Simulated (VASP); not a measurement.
A run of VASP 6.6.1 is set up as follows.

INCAR

```
SYSTEM = CdSe
PREC = Accurate
ENCUT = 500
EDIFF = 1E-6
ISMEAR = -1
SIGMA = 0.05
LREAL = .False.
LASPH = .True.
NELM = 120
ALGO = Normal
ISIF = 2
LWAVE = .False.
LCHARG = .True.
GGA = PS
LELF = .True.
LVHAR = .True.
NBANDS = 16
GGA_COMPAT = .False.
```

Contents of KPOINTS:

```
Automatic mesh
0
Gamma
  6 6 6
  0 0 0
```

Contents of POSCAR:

```
CdSe
1.0
    0.0000000000      2.9486394311      2.9486394311
    2.9486394311      0.0000000000      2.9486394311
    2.9486394311      2.9486394311      0.0000000000
Cd Se
1 1
Direct
    0.0000000000      0.0000000000      0.0000000000
    0.5000000000      0.5000000000      0.5000000000
```

Potentials or basis: VASP PAW PBE potentials, release 64 (Cd, Se).

Launch:

```console
$ cat potpaw_PBE.64/Cd/POTCAR potpaw_PBE.64/Se/POTCAR > POTCAR
$ mpirun -np 1 vasp_std > vasp.out
```

**Question.** What does it give for the band gap on the k mesh?

**Answer.** Zero (band 9 reaches 1.45 eV, above the bottom of band 10 at 0.96 eV).

**Question.** Predict the pressure.

**Answer.** -6.8 GPa.

Caveat: the PAW data sets were made with another functional, which shifts forces and pressure a little.
